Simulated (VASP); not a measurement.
# Ca (Fd-3m) in VASP: notebook, part 2 of 2

VASP 6.6.1.

## Step 3: Single point, revPBE (volume scaled by 0.92)

File INCAR:

```
PREC = Accurate
ENCUT = 520
EDIFF = 1E-6
ISMEAR = -1
SIGMA = 0.1
LREAL = False
LASPH = True
NELM = 100
ALGO = Normal
ISIF = 2
LWAVE = False
LCHARG = False
GGA = RE
NBANDS = 17
```

File KPOINTS:

```
Automatic mesh
0
Gamma
  7 7 7
```

File POSCAR:

```
Ca
1.0
    0.0000000000      4.2485708655      4.2485708655
    4.2485708655      0.0000000000      4.2485708655
    4.2485708655      4.2485708655      0.0000000000
Ca
2
Direct
    0.1250000000      0.1250000000      0.1250000000
    0.8750000000      0.8750000000      0.8750000000
```

Potentials or basis: VASP PAW PBE potentials, release 64 (Ca_sv).

Command:

```sh
> cat potpaw_PBE.64/Ca_sv/POTCAR > POTCAR
> mpirun -np 1 vasp_std > vasp.out
```

OUTCAR:

```text
PREC = Accurate
   ENCUT = 520
   EDIFF = 1E-6
   ISMEAR = -1
   LREAL = False
   LASPH = True
   NELM = 100
   ISIF = 2
   GGA = RE

 ion  position               nearest neighbor table
   1  0.125  0.125  0.125-
   2  0.875  0.875  0.875-

  LATTYP: Found a face centered cubic cell.
 ALAT       =     8.4971417310

  Lattice vectors:

 A1 = (   0.0000000000,   4.2485708655,   4.2485708655)
 A2 = (   4.2485708655,   0.0000000000,   4.2485708655)
 A3 = (   4.2485708655,   4.2485708655,   0.0000000000)

Analysis of symmetry for initial positions (statically):
=====================================================================
 Subroutine PRICEL returns:
 Original cell was already a primitive cell.

 Routine SETGRP: Setting up the symmetry group for a
 face centered cubic supercell.

 Subroutine GETGRP returns: Found 48 space group operations
 (whereof 12 operations were pure point group operations)
 out of a pool of 48 trial point group operations.

The static configuration has the point symmetry D_3d.
 The point group associated with its full space group is O_h .

Analysis of symmetry for dynamics (positions and initial velocities):
=====================================================================
 Subroutine PRICEL returns:
 Original cell was already a primitive cell.

 Routine SETGRP: Setting up the symmetry group for a
 face centered cubic supercell.

 Subroutine GETGRP returns: Found 48 space group operations
 (whereof 12 operations were pure point group operations)
 out of a pool of 48 trial point group operations.

The dynamic configuration has the point symmetry D_3d.
 The point group associated with its full space group is O_h .

 Subroutine INISYM returns: Found 48 space group operations
 (whereof 12 operations are pure point group operations),
 and found     1 'primitive' translations

----------------------------------------------------------------------------------------

                                     Primitive cell

  volume of cell :     153.3764

  direct lattice vectors                    reciprocal lattice vectors
     0.000000000  4.248570865  4.248570865    -0.117686633  0.117686633  0.117686633
     4.248570865  0.000000000  4.248570865     0.117686633 -0.117686633  0.117686633
     4.248570865  4.248570865  0.000000000     0.117686633  0.117686633 -0.117686633

  length of vectors
     6.008386539  6.008386539  6.008386539     0.203839228  0.203839228  0.203839228

  position of ions in fractional coordinates (direct lattice)
     0.125000000  0.125000000  0.125000000
     0.875000000  0.875000000  0.875000000

  ion indices of the primitive-cell ions
   primitive index   ion index
                 1           1
                 2           2

----------------------------------------------------------------------------------------

 KPOINTS: Automatic mesh

Automatic generation of k-mesh.
 Grid dimensions read from file:
 generate k-points for:    7    7    7

 Generating k-lattice:

  Cartesian coordinates                     Fractional coordinates (reciprocal lattice)
    -0.016812376  0.016812376  0.016812376     0.142857143  0.000000000  0.000000000
     0.016812376 -0.016812376  0.016812376     0.000000000  0.142857143  0.000000000
     0.016812376  0.016812376 -0.016812376     0.000000000  0.000000000  0.142857143

  Length of vectors
     0.029119890  0.029119890  0.029119890

  Shift w.r.t. Gamma in fractional coordinates (k-lattice)
     0.000000000  0.000000000  0.000000000

 Subroutine IBZKPT returns following result:
 ===========================================

 Found     20 irreducible k-points:

 Following reciprocal coordinates:
            Coordinates               Weight
  0.000000  0.000000  0.000000      1.000000
  0.142857  0.000000  0.000000      8.000000
  0.285714  0.000000  0.000000      8.000000
  0.428571  0.000000  0.000000      8.000000
  0.142857  0.142857  0.000000      6.000000
  0.285714  0.142857  0.000000     24.000000
[... 12 lines left out ...]
 -0.428571  0.428571  0.142857     24.000000
 -0.285714  0.428571  0.142857     24.000000
   k-points           NKPTS =     20   k-points in BZ     NKDIM =     20   number of bands    NBANDS=     17
   number of dos      NEDOS =    301   number of ions     NIONS =      2
   total plane-waves  NPLWV = 110592
   dimension x,y,z NGX =    48 NGY =   48 NGZ =   48
   dimension x,y,z NGXF=    96 NGYF=   96 NGZF=   96
   ions per type =               2
   NGX,Y,Z   is equivalent  to a cutoff of  13.28, 13.28, 13.28 a.u.
   NGXF,Y,Z  is equivalent  to a cutoff of  26.56, 26.56, 26.56 a.u.
 SYSTEM =  unknown system
   PREC   = accura    normal or accurate (medium, high low for compatibility)
   ISTART =      0    job   : 0-new  1-cont  2-samecut
   ICHARG =      2    charge: 1-file 2-atom 10-const
   ISPIN  =      1    spin polarized calculation?
   LNONCOLLINEAR =      F non collinear calculations
   LSORBIT =      F    spin-orbit coupling
   LASPH  =      T    aspherical Exc in radial PAW
   ENCUT  =  520.0 eV  38.22 Ry    6.18 a.u.  11.17 11.17 11.17*2*pi/ulx,y,z
   NELM   =    100;   NELMIN=  2; NELMDL= -5     # of ELM steps
   EDIFF  = 0.1E-05   stopping-criterion for ELM
   LREAL  =      F    real-space projection
   EDIFFG = 0.1E-04   stopping-criterion for IOM
   NSW    =      0    number of steps for IOM
   IBRION =     -1    ionic relax: 0-MD 1-quasi-New 2-CG
   NFREE  =      0    steps in history (QN), initial steepest desc. (CG)
   ISIF   =      2    stress and relaxation
   ISYM   =      2    0-nonsym 1-usesym 2-fastsym
   POTIM  = 0.5000    time-step for ionic-motion
   TEBEG  =    0.0;   TEEND  =   0.0 temperature during run
   PSTRESS=    0.0 pullay stress
   NELECT =      20.0000    total number of electrons
   NUPDOWN=      -1.0000    fix difference up-down
   EMIN   =  10.00;   EMAX   =-10.00  energy-range for DOS
   EFERMI =   0.00;   METHOD = LEGACY
   ISMEAR =    -1;   SIGMA  =   0.10  broadening in eV -4-tet -1-fermi 0-gaus
   EFERMI_NEDOS =   21; number of points for ismear=-14 and -15
   IALGO  =     38    algorithm
   IMIX   =      4    mixing-type and parameters
     AMIX     =   0.40;   BMIX     =  1.00
     AMIX_MAG =   1.60;   BMIX_MAG =  1.00
  volume/ion in A,a.u.               =      76.69       517.52
  Fermi-wavevector in a.u.,A,eV,Ry     =   0.830167  1.568788  9.376818  0.689177
  Thomas-Fermi vector in A             =   1.942838
   LORBIT       =      0    0 simple, 1 ext, 2 COOP (PROOUT), +10 PAW based schemes
   GGA     = RE    functional components
   LHFCALC =     F    Hartree Fock is set to
   AEXX    =    0.0000 exact exchange contribution
   IVDW    =     0    specifies the selected vdW correction
   LEPSILON=     F    determine dielectric tensor
   LRPA    =     F    only Hartree local field effects (RPA)
 non-spin polarized calculation
  energy-cutoff  :      520.00
  volume of cell :      153.38
 maximum number of plane-waves:      4146
 NGX is ok and might be reduce to    48
   NGX = 23   NGY = 23   NGZ = 23

 number of electron      19.9999998 magnetization

 Free energy of the ion-electron system (eV)
  ---------------------------------------------------
  ext. energy  EPLUGINS =         0.00000000
  ---------------------------------------------------
  free energy    TOTEN  =        -1.54310590 eV

  energy without entropy =       -1.43253457  energy(sigma->0) =       -1.48782023

 E-fermi :   0.0718     XC(G=0):  -5.8495

 val. band max:        0.0591233119   @ k =   0.4286   0.2857   0.1429
 cond. band min:       0.0746634240   @ k =  -0.4286   0.4286   0.0000
 fundamental gap:      0.0155401120
 Fermi energy:         0.0717788094

 k-point     1 :       0.0000    0.0000    0.0000
  band No.  band energies     occupation
      1     -43.1568      2.00000
      2     -43.1378      2.00000
      3     -24.0998      2.00000
      4     -24.0998      2.00000
      5     -24.0998      2.00000
      6     -24.0332      2.00000
[... 9 lines left out ...]
     16       1.5224      0.00000
     17       1.5224      0.00000
[... 361 lines left out ...]
 k-point    20 :      -0.2857    0.4286    0.1429
  band No.  band energies     occupation
      1     -43.1486      2.00000
      2     -43.1460      2.00000
      3     -24.1128      2.00000
      4     -24.1107      2.00000
      5     -24.0735      2.00000
      6     -24.0602      2.00000
[... 9 lines left out ...]
     16       1.5681      0.00000
     17       2.1113      0.00000

------------------------ aborting loop because EDIFF is reached ----------------------------------------

  FORCE on cell =-STRESS in cart. coord.  units (eV):
  Direction    XX          YY          ZZ          XY          YZ          ZX
  --------------------------------------------------------------------------------------
  -------------------------------------------------------------------------------------
  Total        0.3815177      0.3815177      0.3815177     -0.0000000      0.0000000      0.0000000
  in kB        3.9853519      3.9853519      3.9853519     -0.0000000      0.0000000      0.0000000
  external PRESSURE =       3.9853519 kB  Pullay stress =       0.0000000 kB

 VOLUME and BASIS-vectors are now :
 -----------------------------------------------------------------------------
  energy-cutoff  :      520.00
  volume of cell :      153.38
      direct lattice vectors                 reciprocal lattice vectors
     0.000000000  4.248570865  4.248570865    -0.117686633  0.117686633  0.117686633
     4.248570865  0.000000000  4.248570865     0.117686633 -0.117686633  0.117686633
     4.248570865  4.248570865  0.000000000     0.117686633  0.117686633 -0.117686633

 POSITION                                       TOTAL-FORCE (eV/Angst)
 -----------------------------------------------------------------------------------
      1.06214      1.06214      1.06214        -0.000000     -0.000000     -0.000000
      7.43500      7.43500      7.43500         0.000000      0.000000      0.000000
 -----------------------------------------------------------------------------------
    total drift:                                0.000000      0.000000      0.000000

  FREE ENERGIE OF THE ION-ELECTRON SYSTEM (eV)
  ---------------------------------------------------
  free  energy   TOTEN  =        -1.5431058950 eV

  energy  without entropy=       -1.4325345676  energy(sigma->0) =       -1.48782023
```

stdout:

```text
POSCAR found type information on POSCAR Ca
 POSCAR found :  1 types and       2 ions
 scaLAPACK will be used
 -----------------------------------------------------------------------------
|                                                                             |
|                                                                             |
|     You enforced a specific xc type in the INCAR file but a different       |
|     I HOPE YOU KNOW WHAT YOU ARE DOING!                                     |
|                                                                             |
 -----------------------------------------------------------------------------

 LDA part: xc-table for (Slater+PW92), standard interpolation
 POSCAR, INCAR and KPOINTS ok, starting setup
 FFT: planning ... GRIDC
 FFT: planning ... GRID_SOFT
 FFT: planning ... GRID
 WAVECAR not read
 entering main loop
```

Run time: 62 s. Hardware: 1 thread of Intel Xeon Platinum 8559C (Emerald Rapids), shared host; peak memory 0.3 GiB.

Results:

* Free energy: -1.5431 eV
* Pressure: 0.4 GPa
* Band gap on the k mesh: zero (band 10 reaches 0.73 eV, above the bottom of band 11 at -0.08 eV)

Caveat: the PAW data sets were made with another functional, which shifts forces and pressure a little.
